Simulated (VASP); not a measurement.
# GaN (Pmc2_1) in VASP: single point with PBE

Aim: the single point of GaN with PBE.

Program: VASP 6.6.1. These are calculated values, not measurements. Logs are shortened: lines on timing, memory, paths and dates and some standing lists are left out, and cuts for length are marked.

**1. The cell of the first run**

It takes space group Pmc2_1 (No. 26, orthorhombic). The conventional cell has a = 3.219 Å, b = 5.575 Å, c = 5.243 Å, α = 90.00°, β = 90.00°, γ = 90.00°. Within 2.6 Å of Ga (site symmetry m) lie 4 N at 1.96 to 2.04 Å. Ga (site symmetry m) has 4 N at 1.90 to 2.01 Å within 2.5 Å. N (site symmetry m) has 4 Ga at 1.96 to 2.04 Å within 2.6 Å. N (site symmetry m) has 4 Ga at 1.90 to 1.96 Å within 2.5 Å.

**2. Single point, PBE (atoms displaced along several vibrational modes)**

File INCAR:

```
PREC = Accurate
ENCUT = 520
EDIFF = 1E-6
ISMEAR = 0
SIGMA = 0.05
LREAL = F
LASPH = T
NELM = 100
ALGO = Normal
ISIF = 2
LWAVE = F
LCHARG = F
GGA = PE
NBANDS = 46
```

File KPOINTS:

```
Automatic mesh
0
Gamma
  8 6 6
```

File POSCAR:

```
GaN
1.0
   -3.2185392732      0.0000000000      0.0000000000
    0.0000000000      0.0000000000     -5.2433778863
    0.0000000001     -5.5746735474      0.0000000000
Ga N
4 4
Direct
    0.5000000000      0.0037297351      0.1773878714
    0.0000000000     -0.0050068354      0.6559476816
    0.0000000000      0.4949931646      0.3440523184
    0.5000000000      0.5037297351      0.8226121286
    0.5000000000      0.6297169504      0.1684858797
    0.0000000000      0.6335085169      0.6648615216
    0.0000000000      0.1335085169      0.3351384784
    0.5000000000      0.1297169504      0.8315141203
```

Potentials or basis: VASP PAW PBE potentials, release 64 (Ga_d, N).

Run with:

```
$ cat potpaw_PBE.64/Ga_d/POTCAR potpaw_PBE.64/N/POTCAR > POTCAR
$ mpirun -np 1 vasp_std > vasp.out
```

OUTCAR:

```text
PREC = Accurate
   ENCUT = 520
   EDIFF = 1E-6
   ISMEAR = 0
   LREAL = F
   LASPH = T
   NELM = 100
   ISIF = 2
   GGA = PE

 ion  position               nearest neighbor table
   1  0.500  0.004  0.177-   7 1.96   7 1.96   5 1.96   8 2.04
   2  0.000  0.995  0.656-   6 1.90   7 1.93   8 2.01   8 2.01
   3  0.000  0.495  0.344-   7 1.90   6 1.93   5 2.01   5 2.01
   4  0.500  0.504  0.823-   6 1.96   6 1.96   8 1.96   5 2.04
   5  0.500  0.630  0.168-   1 1.96   3 2.01   3 2.01   4 2.04
   6  0.000  0.634  0.665-   2 1.90   3 1.93   4 1.96   4 1.96
   7  0.000  0.134  0.335-   3 1.90   2 1.93   1 1.96   1 1.96
   8  0.500  0.130  0.832-   4 1.96   2 2.01   2 2.01   1 2.04

  LATTYP: Found a simple orthorhombic cell.
 ALAT       =     3.2185392732
 B/A-ratio  =     1.6291172613
 C/A-ratio  =     1.7320508076

  Lattice vectors:

 A1 = (  -3.2185392732,   0.0000000000,   0.0000000000)
 A2 = (   0.0000000000,   0.0000000000,  -5.2433778863)
 A3 = (   0.0000000001,  -5.5746735474,   0.0000000000)

Analysis of symmetry for initial positions (statically):
=====================================================================
 Subroutine PRICEL returns:
 Original cell was already a primitive cell.

 Routine SETGRP: Setting up the symmetry group for a
 simple orthorhombic supercell.

 Subroutine GETGRP returns: Found  4 space group operations
 (whereof  2 operations were pure point group operations)
 out of a pool of  8 trial point group operations.

The static configuration has the point symmetry C_1h.
 The point group associated with its full space group is C_2v.

Analysis of symmetry for dynamics (positions and initial velocities):
=====================================================================
 Subroutine PRICEL returns:
 Original cell was already a primitive cell.

 Routine SETGRP: Setting up the symmetry group for a
 simple orthorhombic supercell.

 Subroutine GETGRP returns: Found  4 space group operations
 (whereof  2 operations were pure point group operations)
 out of a pool of  8 trial point group operations.

The dynamic configuration has the point symmetry C_1h.
 The point group associated with its full space group is C_2v.

 Subroutine INISYM returns: Found  4 space group operations
 (whereof  2 operations are pure point group operations),
 and found     1 'primitive' translations

----------------------------------------------------------------------------------------

                                     Primitive cell

  volume of cell :      94.0783

  direct lattice vectors                    reciprocal lattice vectors
    -3.218539273  0.000000000  0.000000000    -0.310699953 -0.000000000  0.000000000
     0.000000000  0.000000000 -5.243377886     0.000000000  0.000000000 -0.190716752
     0.000000000 -5.574673547  0.000000000     0.000000000 -0.179382701  0.000000000

  length of vectors
     3.218539273  5.243377886  5.574673547     0.310699953  0.190716752  0.179382701

  position of ions in fractional coordinates (direct lattice)
     0.500000000  0.003729735  0.177387871
     0.000000000  0.994993165  0.655947682
     0.000000000  0.494993165  0.344052318
     0.500000000  0.503729735  0.822612129
     0.500000000  0.629716950  0.168485880
     0.000000000  0.633508517  0.664861522
     0.000000000  0.133508517  0.335138478
     0.500000000  0.129716950  0.831514120

  ion indices of the primitive-cell ions
   primitive index   ion index
                 1           1
                 2           2
                 3           3
                 4           4
                 5           5
                 6           6
                 7           7
                 8           8

----------------------------------------------------------------------------------------

 KPOINTS: Automatic mesh

Automatic generation of k-mesh.
 Grid dimensions read from file:
 generate k-points for:    8    6    6

 Generating k-lattice:

  Cartesian coordinates                     Fractional coordinates (reciprocal lattice)
    -0.038837494 -0.000000000  0.000000000     0.125000000  0.000000000  0.000000000
     0.000000000  0.000000000 -0.031786125     0.000000000  0.166666667  0.000000000
     0.000000000 -0.029897117  0.000000000     0.000000000  0.000000000  0.166666667

  Length of vectors
     0.038837494  0.031786125  0.029897117

  Shift w.r.t. Gamma in fractional coordinates (k-lattice)
     0.000000000  0.000000000  0.000000000

 Subroutine IBZKPT returns following result:
 ===========================================

 Found     80 irreducible k-points:

 Following reciprocal coordinates:
            Coordinates               Weight
  0.000000  0.000000  0.000000      1.000000
  0.125000  0.000000  0.000000      2.000000
  0.250000  0.000000  0.000000      2.000000
  0.375000  0.000000 -0.000000      2.000000
  0.500000  0.000000  0.000000      1.000000
  0.000000  0.166667  0.000000      2.000000
[... 16 lines left out ...]
  0.250000  0.000000  0.166667      4.000000
  0.375000  0.000000  0.166667      4.000000
 [... further k-points ...]
   k-points           NKPTS =     80   k-points in BZ     NKDIM =     80   number of bands    NBANDS=     46
   number of dos      NEDOS =    301   number of ions     NIONS =      8
   total plane-waves  NPLWV =  40320
   dimension x,y,z NGX =    24 NGY =   40 NGZ =   42
   dimension x,y,z NGXF=    48 NGYF=   80 NGZF=   84
   ions per type =               4   4
   NGX,Y,Z   is equivalent  to a cutoff of  12.40, 12.68, 12.53 a.u.
   NGXF,Y,Z  is equivalent  to a cutoff of  24.79, 25.36, 25.05 a.u.
 SYSTEM =  unknown system
   PREC   = accura    normal or accurate (medium, high low for compatibility)
   ISTART =      0    job   : 0-new  1-cont  2-samecut
   ICHARG =      2    charge: 1-file 2-atom 10-const
   ISPIN  =      1    spin polarized calculation?
   LNONCOLLINEAR =      F non collinear calculations
   LSORBIT =      F    spin-orbit coupling
   LASPH  =      T    aspherical Exc in radial PAW
   ENCUT  =  520.0 eV  38.22 Ry    6.18 a.u.   5.98  9.75 10.37*2*pi/ulx,y,z
   NELM   =    100;   NELMIN=  2; NELMDL= -5     # of ELM steps
   EDIFF  = 0.1E-05   stopping-criterion for ELM
   LREAL  =      F    real-space projection
   EDIFFG = 0.1E-04   stopping-criterion for IOM
   NSW    =      0    number of steps for IOM
   IBRION =     -1    ionic relax: 0-MD 1-quasi-New 2-CG
   NFREE  =      0    steps in history (QN), initial steepest desc. (CG)
   ISIF   =      2    stress and relaxation
   ISYM   =      2    0-nonsym 1-usesym 2-fastsym
   POTIM  = 0.5000    time-step for ionic-motion
   TEBEG  =    0.0;   TEEND  =   0.0 temperature during run
   PSTRESS=    0.0 pullay stress
   NELECT =      72.0000    total number of electrons
   NUPDOWN=      -1.0000    fix difference up-down
   EMIN   =  10.00;   EMAX   =-10.00  energy-range for DOS
   EFERMI =   0.00;   METHOD = LEGACY
   ISMEAR =     0;   SIGMA  =   0.05  broadening in eV -4-tet -1-fermi 0-gaus
   EFERMI_NEDOS =   21; number of points for ismear=-14 and -15
   IALGO  =     38    algorithm
   IMIX   =      4    mixing-type and parameters
     AMIX     =   0.40;   BMIX     =  1.00
     AMIX_MAG =   1.60;   BMIX_MAG =  1.00
  volume/ion in A,a.u.               =      11.76        79.36
  Fermi-wavevector in a.u.,A,eV,Ry     =   1.497462  2.829793 30.509608  2.242393
  Thomas-Fermi vector in A             =   2.609347
   LORBIT       =      0    0 simple, 1 ext, 2 COOP (PROOUT), +10 PAW based schemes
   GGA     = PE    functional components
   LHFCALC =     F    Hartree Fock is set to
   AEXX    =    0.0000 exact exchange contribution
   IVDW    =     0    specifies the selected vdW correction
   LEPSILON=     F    determine dielectric tensor
   LRPA    =     F    only Hartree local field effects (RPA)
 non-spin polarized calculation
 Gauss-broadening in eV      SIGMA  =   0.05
  energy-cutoff  :      520.00
  volume of cell :       94.08
 maximum number of plane-waves:      2568
 NGX is ok and might be reduce to    24
   NGX = 11   NGY = 19   NGZ = 21

 number of electron      72.0000019 magnetization

 Free energy of the ion-electron system (eV)
  ---------------------------------------------------
  ext. energy  EPLUGINS =         0.00000000
  ---------------------------------------------------
  free energy    TOTEN  =       -48.41617677 eV

  energy without entropy =      -48.41617677  energy(sigma->0) =      -48.41617677

 E-fermi :   5.3149     XC(G=0): -11.5148

 val. band max:        5.1044849089   @ k =   0.0000   0.0000   0.0000
 cond. band min:       6.6858775750   @ k =   0.0000   0.0000   0.0000
 fundamental gap:      1.5813926661
 Fermi energy:         5.3149445570

 k-point     1 :       0.0000    0.0000    0.0000
  band No.  band energies     occupation
      1     -10.8952      2.00000
      2     -10.2644      2.00000
      3      -9.6562      2.00000
      4      -9.6062      2.00000
      5      -8.4583      2.00000
      6      -8.4356      2.00000
[... 38 lines left out ...]
     45      14.7329      0.00000
     46      14.9777      0.00000

 k-point     2 :       0.1250    0.0000    0.0000
  band No.  band energies     occupation
      1     -10.8027      2.00000
      2     -10.2347      2.00000
      3      -9.6463      2.00000
      4      -9.5865      2.00000
      5      -8.4428      2.00000
      6      -8.4225      2.00000
[... 38 lines left out ...]
     45      14.6313      0.00000
     46      15.0812      0.00000

 k-point     3 :       0.2500    0.0000    0.0000
  band No.  band energies     occupation
      1     -10.5827      2.00000
      2     -10.1692      2.00000
      3      -9.6199      2.00000
      4      -9.5465      2.00000
      5      -8.4338      2.00000
      6      -8.4082      2.00000
[... 1018 lines left out ...]
     45      14.4650      0.00000
     46      14.9684      0.00000

 k-point    24 :       0.3750    0.0000    0.1667
  band No.  band energies     occupation
      1     -10.3733      2.00000
      2     -10.1133      2.00000
      3      -9.5945      2.00000
      4      -9.5147      2.00000
      5      -8.4260      2.00000
      6      -8.3846      2.00000
[... 38 lines left out ...]
     45      14.4816      0.00000
     46      14.7107      0.00000

 [... further k-points ...]

------------------------ aborting loop because EDIFF is reached ----------------------------------------

  FORCE on cell =-STRESS in cart. coord.  units (eV):
  Direction    XX          YY          ZZ          XY          YZ          ZX
  --------------------------------------------------------------------------------------
  -------------------------------------------------------------------------------------
  Total       -0.4643515     -0.4431680      2.2322631      0.0000000      0.0000000      0.0000000
  in kB       -7.9080254     -7.5472648     38.0160113      0.0000000      0.0000000      0.0000000
  external PRESSURE =       7.5202404 kB  Pullay stress =       0.0000000 kB

 VOLUME and BASIS-vectors are now :
 -----------------------------------------------------------------------------
  energy-cutoff  :      520.00
  volume of cell :       94.08
      direct lattice vectors                 reciprocal lattice vectors
    -3.218539273  0.000000000  0.000000000    -0.310699953 -0.000000000  0.000000000
     0.000000000  0.000000000 -5.243377886     0.000000000  0.000000000 -0.190716752
     0.000000000 -5.574673547  0.000000000     0.000000000 -0.179382701  0.000000000

 POSITION                                       TOTAL-FORCE (eV/Angst)
 -----------------------------------------------------------------------------------
     -1.60927     -0.98888     -0.01956        -0.000000      1.267703      0.071255
      0.00000     -3.65669     -5.21713         0.000000     -1.348778     -1.167787
      0.00000     -1.91798     -2.59544        -0.000000      1.348778     -1.167787
     -1.60927     -4.58579     -2.64125         0.000000     -1.267703      0.071255
     -1.60927     -0.93925     -3.30184         0.000000     -0.046532      0.404296
      0.00000     -3.70639     -3.32172         0.000000     -0.095641      0.692235
      0.00000     -1.86829     -0.70004        -0.000000      0.095641      0.692235
     -1.60927     -4.63542     -0.68015        -0.000000      0.046532      0.404296
 -----------------------------------------------------------------------------------
    total drift:                               -0.000000     -0.000004     -0.000508

  FREE ENERGIE OF THE ION-ELECTRON SYSTEM (eV)
  ---------------------------------------------------
  free  energy   TOTEN  =       -48.4161767738 eV

  energy  without entropy=      -48.4161767738  energy(sigma->0) =      -48.41617677
```

Run time: 3.2 min. Hardware: 1 thread of AMD EPYC 9R45 (Zen 5), shared host; peak memory 0.34 GiB.

Results:

* Free energy: -48.4162 eV
* Pressure: 0.8 GPa
* Largest force: 1.784 eV/Å
* Band gap on the k mesh: 1.58 eV

Forces on the atoms (eV/Å):
```
Ga   0.000  1.268  0.071
Ga   0.000 -1.349 -1.168
Ga   0.000  1.349 -1.168
Ga   0.000 -1.268  0.071
N    0.000 -0.047  0.404
N    0.000 -0.096  0.692
N    0.000  0.096  0.692
N    0.000  0.047  0.404
```

Stress tensor (GPa, compression positive):
```
-0.79  0.00  0.00
 0.00 -0.75  0.00
 0.00  0.00  3.80
```

Caveat: the cell differs from its parent crystal (atoms displaced along several vibrational modes); forces of over 1 eV/Å act on the atoms, so gaps and moduli don't describe the material at rest.
